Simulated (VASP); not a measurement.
# Fe (I4/mmm) in VASP: a series of runs, part 2 of 2

VASP 6.6.1.

### 4 Single point, PBE, collinear spin, ferromagnetic start (volume 12.259 Å^3 an atom, c/a of the conventional cell 1.3484)

The input, INCAR:

```
SYSTEM = Fe
ALGO     = Normal         ! electronic algorithm
EDIFF    = 1E-7           ! SCF threshold, eV
ENCUT    = 520            ! plane-wave cutoff, eV
GGA      = PE             ! functional
ISIF     = 2              ! what is computed and relaxed
ISMEAR   = 0              ! smearing method
ISPIN    = 2              ! spin polarisation
LASPH    = .True.         ! aspherical terms in the spheres
LCHARG   = .False.        ! write CHGCAR
LMAXMIX  = 4              ! l up to which the mixer works
LORBIT   = 11             ! projections on sites
LREAL    = .False.        ! projectors in reciprocal space
LWAVE    = .False.        ! write WAVECAR
MAGMOM   = 2.44           ! initial moments
NBANDS   = 14             ! bands
NELM     = 150            ! most SCF steps
PREC     = Accurate       ! precision mode
SIGMA    = 0.15           ! smearing width, eV
```

The input, KPOINTS:

```
k-points
0
Gamma
  12 12 12
  0 0 0
```

The input, POSCAR:

```
Fe
1.0
   -1.3147971982      1.3147971982      1.7728725421
    1.3147971982     -1.3147971982      1.7728725421
    1.3147971982      1.3147971982     -1.7728725421
Fe
1
Direct
    0.0000000000      0.0000000000      0.0000000000
```

Potentials or basis: VASP PAW PBE potentials, release 64 (Fe).

Command:

```console
$ cat potpaw_PBE.64/Fe/POTCAR > POTCAR
$ mpirun -np 1 vasp_std > vasp.out
```

OUTCAR:

```text
SYSTEM = Fe
   EDIFF = 1E-7
   ENCUT = 520
   GGA = PE
   ISIF = 2
   ISMEAR = 0
   ISPIN = 2
   LASPH = .True.
   LORBIT = 11
   LREAL = .False.
   NELM = 150
   PREC = Accurate

 ion  position               nearest neighbor table
   1  0.000  0.000  0.000-

  LATTYP: Found a body centered tetragonal cell.
 ALAT       =     2.6295943964
 C/A-ratio  =     1.3484000000

  Lattice vectors:

 A1 = (  -1.3147971982,   1.3147971982,   1.7728725421)
 A2 = (   1.3147971982,  -1.3147971982,   1.7728725421)
 A3 = (   1.3147971982,   1.3147971982,  -1.7728725421)

Analysis of symmetry for initial positions (statically):
=====================================================================
 Subroutine PRICEL returns:
 Original cell was already a primitive cell.

 Routine SETGRP: Setting up the symmetry group for a
 body centered tetragonal supercell.

 Subroutine GETGRP returns: Found 16 space group operations
 (whereof 16 operations were pure point group operations)
 out of a pool of 16 trial point group operations.

The static configuration has the point symmetry D_4h.

Analysis of symmetry for dynamics (positions and initial velocities):
=====================================================================
 Subroutine PRICEL returns:
 Original cell was already a primitive cell.

 Routine SETGRP: Setting up the symmetry group for a
 body centered tetragonal supercell.

 Subroutine GETGRP returns: Found 16 space group operations
 (whereof 16 operations were pure point group operations)
 out of a pool of 16 trial point group operations.

The dynamic configuration has the point symmetry D_4h.

Analysis of structural, dynamic, and magnetic symmetry:
=====================================================================
 Subroutine PRICEL returns:
 Original cell was already a primitive cell.

[... 162 lines left out ...]
 k-point     1 :       0.0000    0.0000    0.0000
  band No.  band energies     occupation
      1      -2.9548      1.00000
      2       2.8376      1.00000
      3       2.8376      1.00000
      4       3.0372      1.00000
      5       3.7275      1.00000
      6       3.9322      1.00000
      7      26.9656      0.00000
      8      30.6291      0.00000
      9      30.6291      0.00000
     10      31.2478      0.00000
     11      33.3418      0.00000
     12      33.6911      0.00000
     13      33.6911      0.00000
     14      36.1227      0.00000
[... 379 lines left out ...]
      3       2.7206      1.00000
      4       3.3436      1.00000
      5       4.6489      1.00000
      6       5.5218      0.01690
      7      15.0859      0.00000
      8      22.5958      0.00000
      9      24.2437      0.00000
     10      26.7819      0.00000
     11      35.4281      0.00000
     12      36.6268      0.00000
     13      37.4727      0.00000
     14      41.8907      0.00000

 [... further k-points ...]

 spin component 2

 k-point     1 :       0.0000    0.0000    0.0000
  band No.  band energies     occupation
      1      -2.7235      1.00000
      2       5.1193      0.95278
      3       5.1193      0.95278
      4       5.5553      0.00737
      5       6.5683      0.00000
      6       7.0415      0.00000
      7      26.5896      0.00000
      8      30.9018      0.00000
      9      30.9018      0.00000
     10      31.8558      0.00000
     11      34.0691      0.00000
     12      34.4040      0.00000
     13      34.4040      0.00000
     14      35.5312      0.00000
[... 379 lines left out ...]
      3       4.9429      0.99957
      4       6.0114      0.00000
      5       7.5752      0.00000
      6       7.7617      0.00000
      7      16.1113      0.00000
      8      23.0757      0.00000
      9      24.9694      0.00000
     10      27.2609      0.00000
     11      35.7457      0.00000
     12      37.2352      0.00000
     13      37.8957      0.00000
     14      42.4005      0.00000

 [... further k-points ...]

------------------------ aborting loop because EDIFF is reached ----------------------------------------

  FORCE on cell =-STRESS in cart. coord.  units (eV):
  Direction    XX          YY          ZZ          XY          YZ          ZX
  --------------------------------------------------------------------------------------
  -------------------------------------------------------------------------------------
  Total       -0.1072810     -0.1072810     -0.6660560      0.0000000      0.0000000      0.0000000
  in kB      -14.0209734    -14.0209734    -87.0494951      0.0000000      0.0000000      0.0000000
  external PRESSURE =     -38.3638139 kB  Pullay stress =       0.0000000 kB

 VOLUME and BASIS-vectors are now :
 -----------------------------------------------------------------------------
  energy-cutoff  :      520.00
  volume of cell :       12.26
      direct lattice vectors                 reciprocal lattice vectors
    -1.314797198  1.314797198  1.772872542     0.000000000  0.380286785  0.282028171
     1.314797198 -1.314797198  1.772872542     0.380286785  0.000000000  0.282028171
     1.314797198  1.314797198 -1.772872542     0.380286785  0.380286785  0.000000000

 POSITION                                       TOTAL-FORCE (eV/Angst)
 -----------------------------------------------------------------------------------
      0.00000      0.00000      0.00000         0.000000     -0.000000     -0.000000
 -----------------------------------------------------------------------------------
    total drift:                                0.000000     -0.000000     -0.000000

  FREE ENERGIE OF THE ION-ELECTRON SYSTEM (eV)
  ---------------------------------------------------
  free  energy   TOTEN  =        -8.0960867795 eV

  energy  without entropy=       -8.0827831578  energy(sigma->0) =       -8.08943497

 total charge

# of ion       s       p       d       tot
------------------------------------------
    1        0.464   0.483   6.175   7.122

 magnetization (x)

# of ion       s       p       d       tot
------------------------------------------
    1       -0.016  -0.049   2.649   2.583
```

Wall time 86 s (1 thread of AMD EPYC 7R43 (Zen 3), shared host); peak memory 0.12 GiB.

Results:

```yaml
Free_energy: -8.0961 eV
Pressure: -3.8 GPa
Net_moment: 2.58 μB per cell
Site_moments: Fe +2.58 μB
Valence_electrons_inside_the_program's_atomic_spheres: Fe 7.12
```

Stress tensor (GPa, compression positive):
```
-1.40  0.00  0.00
 0.00 -1.40  0.00
 0.00  0.00 -8.70
```

Levels at points of the mesh, in eV from the Fermi level:
Spin up:
| k point | band 2 | band 3 | band 4 | band 5 | band 6 | band 7 | band 8 | band 9 |
| --- | --- | --- | --- | --- | --- | --- | --- | --- |
| (0.00, 0.00, 0.00) | -2.46 | -2.46 | -2.26 | -1.57 | -1.36 | 21.67 | 25.33 | 25.33 |
| (0.50, 0.00, 0.00) | -2.67 | -2.44 | -0.66 | -0.46 | -0.12 | 5.85 | 20.07 | 22.45 |
| (0.50, 0.50, 0.00) | -4.19 | -0.73 | -0.46 | -0.16 | 2.10 | 8.65 | 14.19 | 14.31 |
| (0.50, 0.50, 0.50) | -4.32 | -0.66 | -0.24 | -0.24 | 3.17 | 9.81 | 13.16 | 13.16 |
Spin down:
| k point | band 1 | band 2 | band 3 | band 4 | band 5 | band 6 | band 7 | band 8 |
| --- | --- | --- | --- | --- | --- | --- | --- | --- |
| (0.00, 0.00, 0.00) | -8.02 | -0.18 | -0.18 | 0.26 | 1.27 | 1.74 | 21.29 | 25.61 |
| (0.50, 0.00, 0.00) | -3.35 | -0.25 | 0.01 | 0.23 | 2.26 | 2.32 | 7.50 | 19.77 |
| (0.50, 0.50, 0.00) | -3.11 | -2.32 | 2.32 | 2.38 | 2.42 | 2.48 | 10.18 | 14.64 |
| (0.50, 0.50, 0.50) | -2.99 | -2.33 | 2.33 | 2.39 | 2.39 | 3.41 | 11.31 | 13.60 |

### 5 Single point, PBE, collinear spin, ferromagnetic start (volume 12.259 Å^3 an atom, c/a of the conventional cell 1.4530)

The input, INCAR:

```
PREC = Accurate ; ENCUT = 520
EDIFF = 1E-6 ; ISMEAR = 0
SIGMA = 0.15 ; LREAL = F
LASPH = T ; NELM = 150
ALGO = Normal ; ISIF = 2
LWAVE = F ; LCHARG = T
ISPIN = 2 ; MAGMOM = 2.44
LORBIT = 11 ; LMAXMIX = 4
GGA = PE ; LELF = T
LVHAR = T ; NBANDS = 14
```

The input, KPOINTS:

```
regular mesh
0
Gamma
  12 12 12
```

The input, POSCAR:

```
Fe
1.0
   -1.2824579865      1.2824579865      1.8634114544
    1.2824579865     -1.2824579865      1.8634114544
    1.2824579865      1.2824579865     -1.8634114544
Fe
1
Direct
    0.0000000000      0.0000000000      0.0000000000
```

Command:

```console
$ cat potpaw_PBE.64/Fe/POTCAR > POTCAR
$ mpirun -np 1 vasp_std > vasp.out
```

Run time: 1.8 min. Hardware: 1 thread of AMD EPYC 7R43 (Zen 3), shared host; peak memory 0.12 GiB.

The run converged. Its results:

```
Free energy                                           : -8.0897 eV
Pressure                                              : -3.2 GPa
Net moment                                            : 2.60 μB per cell
Site moments                                          : Fe +2.60 μB
Valence electrons inside the program's atomic spheres : Fe 7.12
```

Stress tensor (GPa, compression positive):
```
-4.69  0.00  0.00
 0.00 -4.69  0.00
 0.00  0.00 -0.37
```

Levels at points of the mesh, in eV from the Fermi level:
Spin up:
| k point | band 1 | band 2 | band 3 | band 4 | band 5 | band 6 | band 7 | band 8 | band 9 | band 10 |
| --- | --- | --- | --- | --- | --- | --- | --- | --- | --- | --- |
| (0.00, 0.00, 0.00) | -8.27 | -2.50 | -2.39 | -2.39 | -1.55 | -1.43 | 21.62 | 25.28 | 25.62 | 25.62 |
| (0.50, 0.00, 0.00) | -4.79 | -2.65 | -2.53 | -0.65 | -0.53 | -0.15 | 5.81 | 20.16 | 22.83 | 23.54 |
| (0.50, 0.50, 0.00) | -4.90 | -4.29 | -0.73 | -0.39 | -0.20 | 2.62 | 9.22 | 13.62 | 13.68 | 18.45 |
| (0.50, 0.50, 0.50) | -4.88 | -4.22 | -0.76 | -0.35 | -0.35 | 2.03 | 8.58 | 14.25 | 14.25 | 19.00 |
Spin down:
| k point | band 1 | band 2 | band 3 | band 4 | band 5 | band 6 |
| --- | --- | --- | --- | --- | --- | --- |
| (0.00, 0.00, 0.00) | -8.04 | -0.23 | 0.04 | 0.04 | 1.36 | 1.65 |
| (0.50, 0.00, 0.00) | -3.37 | -0.16 | -0.02 | 0.11 | 2.27 | 2.29 |
| (0.50, 0.50, 0.00) | -3.06 | -2.34 | 2.36 | 2.37 | 2.43 | 2.85 |
| (0.50, 0.50, 0.50) | -3.14 | -2.36 | 2.25 | 2.42 | 2.42 | 2.44 |

### 6 Single point, PBE, collinear spin, ferromagnetic start (volume 11.654 Å^3 an atom, c/a of the conventional cell 1.3484)

The input, INCAR:

```
SYSTEM = Fe
ALGO = Normal
EDIFF = 1E-6
ENCUT = 520
GGA = PE
ISIF = 2
ISMEAR = 0
ISPIN = 2
LASPH = .True.
LCHARG = .False.
LMAXMIX = 4
LORBIT = 11
LREAL = .False.
LWAVE = .False.
MAGMOM = 2.44
NBANDS = 14
NELM = 150
PREC = Accurate
SIGMA = 0.15
```

The input, KPOINTS:

```
k-points
0
Gamma
  12 12 12
  0 0 0
```

The input, POSCAR:

```
Fe
1.0
   -1.2928022309      1.2928022309      1.7432145281
    1.2928022309     -1.2928022309      1.7432145281
    1.2928022309      1.2928022309     -1.7432145281
Fe
1
Direct
    0.0000000000      0.0000000000      0.0000000000
```

Potentials or basis: VASP PAW PBE potentials, release 64 (Fe).

Command:

```console
$ cat potpaw_PBE.64/Fe/POTCAR > POTCAR
$ mpirun -np 1 vasp_std > vasp.out
```

Run time: 3.9 min. Hardware: 1 thread of AMD EPYC 7R43 (Zen 3), shared host; peak memory 0.12 GiB.

It converged, with:

* Free energy: -8.0982 eV
* Pressure: 2.8 GPa
* Net moment: 2.44 μB per cell
* Site moments: Fe +2.44 μB
* Valence electrons inside the program's atomic spheres: Fe 7.22

Stress tensor (GPa, compression positive):
```
 6.11  0.00  0.00
 0.00  6.11  0.00
 0.00  0.00 -3.77
```

Levels at points of the mesh, in eV from the Fermi level:
Spin up:
| k point | band 1 | band 2 | band 3 | band 4 | band 5 | band 6 | band 7 | band 8 | band 9 | band 10 |
| --- | --- | --- | --- | --- | --- | --- | --- | --- | --- | --- |
| (0.00, 0.00, 0.00) | -8.46 | -2.42 | -2.42 | -2.22 | -1.45 | -1.23 | 22.15 | 26.14 | 26.14 | 26.89 |
| (0.50, 0.00, 0.00) | -4.90 | -2.65 | -2.40 | -0.47 | -0.25 | -0.08 | 6.38 | 20.54 | 23.41 | 25.09 |
| (0.50, 0.50, 0.00) | -5.02 | -4.30 | -0.55 | -0.26 | 0.07 | 2.25 | 9.24 | 14.75 | 14.92 | 19.74 |
| (0.50, 0.50, 0.50) | -5.05 | -4.45 | -0.46 | -0.01 | -0.01 | 3.37 | 10.40 | 13.72 | 13.72 | 18.74 |
Spin down:
```
           k point  band 1  band 2  band 3  band 4  band 5  band 6  band 7
(0.00, 0.00, 0.00)   -8.23   -0.29   -0.29    0.19    1.25    1.77   21.81
(0.50, 0.00, 0.00)   -3.56   -0.37    0.06    0.15    2.32    2.37    7.95
(0.50, 0.50, 0.00)   -3.37   -2.57    2.45    2.48    2.49    2.55   10.71
(0.50, 0.50, 0.50)   -3.25   -2.57    2.39    2.45    2.45    3.62   11.87
```

### 7 The runs side by side

| cell | gap on the mesh (eV) | pressure (GPa) | moment (μB) |
| --- | --- | --- | --- |
| a = 2.489 Å, angles 120.9, 120.9, 88.4°, 1 atom | none | -1.7 | 1.23 |
| a = 2.579 Å, angles 120.9, 120.9, 88.4°, 1 atom | none | -0.1 | 2.53 |
| a = 2.569 Å, angles 118.4, 118.4, 92.7°, 1 atom | none | -3.8 | 2.58 |
| a = 2.600 Å, angles 120.9, 120.9, 88.4°, 1 atom | none | -3.2 | 2.60 |
| a = 2.526 Å, angles 118.4, 118.4, 92.7°, 1 atom | none | 2.8 | 2.44 |

Alike in all rows: task single point; level PBE; potentials or basis VASP PAW PBE potentials, release 64 (Fe); spin collinear, ferromagnetic start; k mesh 12 × 12 × 12; cutoff (eV) 520; smearing gaussian 0.15 eV.

Total energies depend on the potentials used, so only differences within one code and one set of settings carry meaning.
